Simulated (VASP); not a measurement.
# WC (Cmmm) in VASP: settings compared

WC is run at these levels: revPBE, BLYP; tasks: relaxation of cell and atoms.

Everything below comes from runs of VASP 6.6.1. Logs are shortened: lines on timing, memory, paths and dates and some standing lists are left out, and cuts for length are marked.

### 1 The cell of the first run

The structure is orthorhombic, space group Cmmm (No. 65). The conventional cell has a = 3.281 Å, b = 4.236 Å, c = 4.309 Å, α = 90.00°, β = 90.00°, γ = 90.00°. W (site symmetry mmm) has 6 W at 2.68 to 3.28 Å and 8 C at 2.71 to 3.02 Å within 3.5 Å. C (site symmetry mmm) has 6 C at 2.68 to 3.28 Å and 8 W at 2.71 to 3.02 Å within 3.5 Å.

### 2 Relaxation of cell and atoms, revPBE

Contents of INCAR:

```
  PREC = Accurate
  ENCUT = 600
  EDIFF = 1E-7
  ISMEAR = -1
  SIGMA = 0.05
  LREAL = False
  LASPH = True
  NELM = 80
  ALGO = Normal
  ISIF = 3
  LWAVE = False
  LCHARG = False
  GGA = RE
  IBRION = 2
  NSW = 60
  EDIFFG = -0.01
```

Contents of KPOINTS:

```
regular mesh
0
Gamma
  10 10 6
```

Contents of POSCAR:

```
WC
1.0
    1.6403461100     -2.1180379000      0.0000000000
    1.6403461100      2.1180379000      0.0000000000
    0.0000000000      0.0000000000      4.3094211000
W C
1 1
Direct
    0.5000000000      0.5000000000      0.5000000000
    0.0000000000      0.0000000000      0.0000000000
```

Potentials or basis: VASP PAW PBE potentials, release 64 (W_sv, C).

Command:

```console
$ cat potpaw_PBE.64/W_sv/POTCAR potpaw_PBE.64/C/POTCAR > POTCAR
$ mpirun -np 1 vasp_std > vasp.out
```

OUTCAR:

```text
PREC = Accurate
   ENCUT = 600
   EDIFF = 1E-7
   ISMEAR = -1
   LREAL = False
   LASPH = True
   NELM = 80
   ISIF = 3
   GGA = RE
   IBRION = 2
   NSW = 60
   EDIFFG = -0.01

 ion  position               nearest neighbor table
   1  0.500  0.500  0.500-   2 2.71   2 2.71   2 2.71   2 2.71
   2  0.000  0.000  0.000-   1 2.71   1 2.71   1 2.71   1 2.71

  LATTYP: Found a base centered orthorhombic cell.
 ALAT       =     3.2806922200
 B/A-ratio  =     1.2912140231
 C/A-ratio  =     1.3135706769

  Lattice vectors:

 A1 = (   1.6403461100,  -2.1180379000,   0.0000000000)
 A2 = (   1.6403461100,   2.1180379000,   0.0000000000)
 A3 = (   0.0000000000,   0.0000000000,   4.3094211000)

Analysis of symmetry for initial positions (statically):
=====================================================================
 Subroutine PRICEL returns:
 Original cell was already a primitive cell.

 Routine SETGRP: Setting up the symmetry group for a
 base centered orthorhombic supercell.

 Subroutine GETGRP returns: Found  8 space group operations
 (whereof  8 operations were pure point group operations)
 out of a pool of  8 trial point group operations.

The static configuration has the point symmetry D_2h.

Analysis of symmetry for dynamics (positions and initial velocities):
=====================================================================
 Subroutine PRICEL returns:
 Original cell was already a primitive cell.

 Routine SETGRP: Setting up the symmetry group for a
 base centered orthorhombic supercell.

 Subroutine GETGRP returns: Found  8 space group operations
 (whereof  8 operations were pure point group operations)
 out of a pool of  8 trial point group operations.

The dynamic configuration has the point symmetry D_2h.

 Subroutine INISYM returns: Found  8 space group operations
 (whereof  8 operations are pure point group operations),
 and found     1 'primitive' translations

----------------------------------------------------------------------------------------

                                     Primitive cell

  volume of cell :      29.9446

  direct lattice vectors                    reciprocal lattice vectors
     1.640346110 -2.118037900  0.000000000     0.304813720 -0.236067542  0.000000000
     1.640346110  2.118037900  0.000000000     0.304813720  0.236067542  0.000000000
     0.000000000  0.000000000  4.309421100     0.000000000  0.000000000  0.232049729

  length of vectors
     2.678958735  2.678958735  4.309421100     0.385537661  0.385537661  0.232049729

  position of ions in fractional coordinates (direct lattice)
     0.500000000  0.500000000  0.500000000
[... 112 lines left out ...]
  volume of cell :       29.94
 maximum number of plane-waves:      1015
 NGX is ok and might be reduce to    24
   NGX = 11   NGY = 11   NGZ = 17

--------------------------------------- Ionic step        1  -------------------------------------------

 number of electron      17.9999998 magnetization

 Free energy of the ion-electron system (eV)
  ---------------------------------------------------
  ext. energy  EPLUGINS =         0.00000000
  ---------------------------------------------------
  free energy    TOTEN  =       -15.99740713 eV

  energy without entropy =      -15.98281675  energy(sigma->0) =      -15.99011194

------------------------ aborting loop because EDIFF is reached ----------------------------------------

  FORCE on cell =-STRESS in cart. coord.  units (eV):
  Direction    XX          YY          ZZ          XY          YZ          ZX
  --------------------------------------------------------------------------------------
  -------------------------------------------------------------------------------------
  Total       -6.1711038     -0.0499674    -10.6063733      0.0000000      0.0000000      0.0000000
  in kB     -330.1834390     -2.6734959   -567.4914758      0.0000000      0.0000000      0.0000000
  external PRESSURE =    -300.1161369 kB  Pullay stress =       0.0000000 kB
[... 89 lines left out ...]
  FREE ENERGIE OF THE ION-ELECTRON SYSTEM (eV)
  ---------------------------------------------------
  free  energy   TOTEN  =       -18.4863692806 eV

  energy  without entropy=      -18.4744076031  energy(sigma->0) =      -18.48038844

 E-fermi :  10.3447     XC(G=0): -13.0913

 val. band max:       10.3385292818   @ k =   0.0000   0.0000   0.1667
 cond. band min:      10.3535109679   @ k =   0.2000   0.1000   0.3333
 fundamental gap:      0.0149816861
 Fermi energy:        10.3447437475

 k-point     1 :       0.0000    0.0000    0.0000
  band No.  band energies     occupation
      1     -64.2543      2.00000
      2     -28.4024      2.00000
      3     -28.3030      2.00000
      4     -28.1024      2.00000
      5      -4.2564      2.00000
      6       5.6783      2.00000
      7       7.9537      2.00000
      8       9.0848      2.00000
      9       9.2918      2.00000
     10      10.2912      1.48980
     11      10.6565      0.00391
     12      11.6881      0.00000
     13      12.8552      0.00000
[... 356 lines left out ...]
      2     -28.7158      2.00000
      3     -28.4858      2.00000
      4     -28.3122      2.00000
      5      -0.8137      2.00000
      6       3.7860      2.00000
      7       4.6118      2.00000
      8       5.7085      2.00000
      9      10.5500      0.03241
     10      10.5982      0.01249
     11      12.8862      0.00000
     12      13.9653      0.00000
     13      18.0279      0.00000

 [... further k-points ...]

[... ionic steps 4 to 14 ...]

--------------------------------------- Ionic step       15  -------------------------------------------

 number of electron      18.0000001 magnetization

------------------------ aborting loop because EDIFF is reached ----------------------------------------
[... 67 lines left out ...]
--------------------------------------- Ionic step       17  -------------------------------------------

 number of electron      18.0000001 magnetization

 Free energy of the ion-electron system (eV)
  ---------------------------------------------------
  ext. energy  EPLUGINS =         0.00000000
  ---------------------------------------------------
  free energy    TOTEN  =       -19.84080589 eV

  energy without entropy =      -19.82986900  energy(sigma->0) =      -19.83533745

 E-fermi :   9.8392     XC(G=0): -12.8995

 val. band max:        9.8384462143   @ k =   0.1000   0.1000   0.0000
 cond. band min:       9.8535704550   @ k =  -0.1000   0.1000   0.5000
 fundamental gap:      0.0151242407
 Fermi energy:         9.8392371743

 k-point     1 :       0.0000    0.0000    0.0000
  band No.  band energies     occupation
      1     -64.7413      2.00000
      2     -28.8918      2.00000
      3     -28.7691      2.00000
      4     -28.6273      2.00000
      5      -4.4875      2.00000
      6       5.3165      2.00000
      7       7.3070      2.00000
      8       8.8023      2.00000
      9       9.0632      2.00000
     10       9.9675      0.14276
     11      10.1653      0.00294
     12      11.1959      0.00000
     13      12.1654      0.00000
[... 397 lines left out ...]
  FREE ENERGIE OF THE ION-ELECTRON SYSTEM (eV)
  ---------------------------------------------------
  free  energy   TOTEN  =       -19.8408058894 eV

  energy  without entropy=      -19.8298690046  energy(sigma->0) =      -19.83533745

 reached required accuracy - stopping structural energy minimisation
```

OSZICAR:

```text
N       E                     dE             d eps       ncg     rms          rms(c)
DAV:   1     0.137730897344E+03    0.13773E+03   -0.12097E+04  3232   0.163E+03
DAV:   2    -0.131283913584E+02   -0.15086E+03   -0.14733E+03  3809   0.388E+02
DAV:   3    -0.174544359570E+02   -0.43260E+01   -0.42242E+01  4061   0.618E+01
[... 175 lines left out ...]
DAV:   2    -0.198408310907E+02    0.84636E-04   -0.43738E-04  3374   0.208E-01    0.330E-02
DAV:   3    -0.198408101983E+02    0.20892E-04   -0.57760E-05  3479   0.507E-02    0.171E-02
DAV:   4    -0.198408053520E+02    0.48463E-05   -0.16504E-05  3594   0.435E-02    0.812E-03
DAV:   5    -0.198408058415E+02   -0.48946E-06   -0.70154E-07  3379   0.845E-03    0.193E-03
DAV:   6    -0.198408058894E+02   -0.47868E-07   -0.16030E-07  2080   0.327E-03
  17 F= -.19840806E+02 E0= -.19835337E+02  d E =-.971892E-04
```

CONTCAR:

```text
WC
   1.00000000000000
     1.4754511763987233   -2.6805400694990134    0.0000000000000000
     1.4754511763987233    2.6805400694990134    0.0000000000000000
     0.0000000000000000    0.0000000000000000    3.0251596841338619
  W               C
     1     1
Direct
     0.5000000000000000    0.5000000000000000    0.5000000000000000
     0.0000000000000000    0.0000000000000000    0.0000000000000000

  0.00000000E+00  0.00000000E+00  0.00000000E+00
  0.00000000E+00  0.00000000E+00  0.00000000E+00
```

It took 3.3 min on 1 thread of Intel Xeon 6975P-C (Granite Rapids), shared host; peak memory 0.23 GiB.

Results:

| Quantity | Value |
| --- | --- |
| Free energy | -19.8408 eV |
| Relaxed volume | 11.96 Å³/atom |
| Relaxed cell | a = 3.060 Å, b = 3.060 Å, c = 3.025 Å, α = 90.00°, β = 90.00°, γ = 122.34° |
| Space group after relaxing (to 0.1 Å) | Cmmm (No. 65) |
| Energy gained by relaxing | 1921.7 meV/atom |
| Ionic steps | 17 |
| Pressure after relaxing | 0.0 GPa |
| Band gap on the k mesh | zero (bands 9 and 10 overlap by 3.02 eV) |

Stress tensor (GPa, compression positive):
```
-0.03  0.00  0.00
 0.00 -0.10  0.00
 0.00  0.00  0.04
```

The path:
| step | energy change (eV) | largest force (eV/Å) | pressure (GPa) | volume (Å³) |
| --- | --- | --- | --- | --- |
| 1 | 0.0000 | 0.0000 | -30.01 | 29.94 |
| 2 | -2.3238 | 0.0000 | 73.52 | 18.94 |
| 3 | -2.4890 | 0.0000 | 33.39 | 20.49 |
| 4 | -2.9069 | 0.0000 | 85.87 | 19.09 |
| 5 | -3.1385 | 0.0000 | 58.21 | 19.65 |
| 6 | -3.7430 | 0.0000 | -11.05 | 23.79 |
| 7 | -3.7659 | 0.0000 | -2.49 | 22.99 |
| 8 | -3.7659 | 0.0000 | -3.31 | 23.06 |
| 9 | -3.8064 | 0.0000 | -0.17 | 23.13 |
| 10 | -3.8119 | 0.0000 | 9.86 | 23.22 |
| 11 | -3.8272 | 0.0000 | 5.08 | 23.19 |
| 12 | -3.8418 | 0.0000 | -0.32 | 23.87 |
| 13 | -3.8420 | 0.0000 | -1.02 | 23.96 |
| 14 | -3.8433 | 0.0000 | 0.33 | 23.90 |
| 15 | -3.8433 | 0.0000 | 0.43 | 23.90 |
| 16 | -3.8434 | 0.0000 | -0.26 | 23.94 |
| 17 | -3.8434 | 0.0000 | -0.03 | 23.93 |

Final structure:
```cif
data_structure
_symmetry_space_group_name_H-M 'P 1'
_symmetry_Int_Tables_number 1
_cell_length_a 3.0598
_cell_length_b 3.0598
_cell_length_c 3.0252
_cell_angle_alpha 90.000
_cell_angle_beta 90.000
_cell_angle_gamma 122.341
_cell_volume 23.93
loop_
_atom_site_label
_atom_site_type_symbol
_atom_site_fract_x
_atom_site_fract_y
_atom_site_fract_z
_atom_site_occupancy
W1 W 0.50000 0.50000 0.50000 1
C1 C 0.00000 0.00000 0.00000 1
```

Caveat: the volume moved by over 15 % at a fixed basis, so the end points are rough; the PAW data sets were made with another functional, which shifts forces and pressure a little; spin-orbit coupling is left out, which moves the levels of the heavy elements.

### 3 Relaxation of cell and atoms, BLYP

Contents of INCAR:

```
SYSTEM = WC
AGGAC = 1.0 ; AGGAX = 1.0
ALDAC = 0.0 ; ALDAX = 1.0
ALGO = Normal ; EDIFF = 1E-6
EDIFFG = -0.01 ; ENCUT = 600
GGA = B5 ; IBRION = 2
ISIF = 3 ; ISMEAR = -1
LASPH = .TRUE. ; LCHARG = .FALSE.
LREAL = .FALSE. ; LWAVE = .FALSE.
NELM = 100 ; NSW = 60
PREC = Accurate ; SIGMA = 0.05
```

Contents of KPOINTS:

```
k-points
0
G
  10 10 6
  0 0 0
```

POSCAR is that of step 2.

Potentials or basis: VASP PAW PBE potentials, release 64 (W_sv, C).

Command:

```console
$ cat potpaw_PBE.64/W_sv/POTCAR potpaw_PBE.64/C/POTCAR > POTCAR
$ mpirun -np 1 vasp_std > vasp.out
```

It took 3.9 min on 1 thread of Intel Xeon 6975P-C (Granite Rapids), shared host; peak memory 0.22 GiB.

It converged, with:

* Free energy: -18.4853 eV
* Relaxed volume: 12.76 Å³/atom
* Relaxed cell: a = 3.203 Å, b = 3.203 Å, c = 3.048 Å, α = 90.00°, β = 90.00°, γ = 125.31°
* Space group after relaxing (to 0.1 Å): Cmmm (No. 65)
* Energy gained by relaxing: 1834.1 meV/atom
* Ionic steps: 18
* Pressure after relaxing: 0.0 GPa
* Band gap on the k mesh: zero (bands 9 and 10 overlap by 2.99 eV)

Stress tensor (GPa, compression positive):
```
 0.12  0.00  0.00
 0.00  0.05  0.00
 0.00  0.00 -0.02
```

Step by step:
```
step  energy change (eV)  largest force (eV/Å)  pressure (GPa)  volume (Å³)
   1              0.0000                0.0000          -24.00        29.94
   2             -2.3999                0.0000           37.85        20.80
   3             -2.3999                0.0000           37.26        20.83
   4             -2.8968                0.0000           65.56        20.16
   5             -2.9481                0.0000           56.70        20.32
   6             -3.5413                0.0000           -1.74        23.95
   7             -3.5414                0.0000           -2.41        24.02
   8             -3.5960                0.0000           -0.71        24.22
   9             -3.6429                0.0000            3.19        24.51
  10             -3.5976                0.0000           14.51        24.98
  11             -3.6513                0.0000            5.80        24.65
  12             -3.6666                0.0000           -1.94        25.62
  13             -3.6670                0.0000           -0.90        25.48
  14             -3.6681                0.0000           -0.19        25.51
  15             -3.6681                0.0000           -0.01        25.52
  16             -3.6681                0.0000           -0.03        25.52
  17             -3.6681                0.0000            0.00        25.52
  18             -3.6681                0.0000            0.05        25.52
```

Final structure:
```xyz
2
Lattice="1.4713 -2.8450 0.0000 1.4713 2.8450 0.0000 0.0000 0.0000 3.0484" Properties=species:S:1:pos:R:3 pbc="T T T"
W     1.4713    0.0000    1.5242
C     0.0000    0.0000    0.0000
```

Levels at points of the mesh, in eV from the Fermi level:
```csv
k point,band 6,band 7,band 8,band 9,band 10,band 11,band 12,band 13
"(0.00, 0.00, 0.00)",-4.17,-2.76,-0.85,-0.26,0.11,0.14,1.30,1.88
"(0.50, 0.00, 0.00)",-7.66,-5.64,-5.33,1.32,1.87,3.59,4.45,4.94
"(0.50, 0.50, 0.00)",-4.91,-3.69,-0.46,-0.35,-0.29,0.99,2.42,3.45
"(0.00, 0.00, 0.50)",-8.13,-4.75,-2.45,-1.97,0.22,2.40,3.94,7.97
"(0.50, 0.00, 0.50)",-3.37,-3.16,-2.76,-1.31,-0.33,2.41,3.66,7.14
"(0.50, 0.50, 0.50)",-7.47,-6.45,-5.20,2.20,2.42,2.67,4.47,5.21
```

Caveat: a cell axis changed by over 15 % at a fixed basis, so the end point is rough; the PAW data sets were made with another functional, which shifts forces and pressure a little; spin-orbit coupling is left out, which moves the levels of the heavy elements.
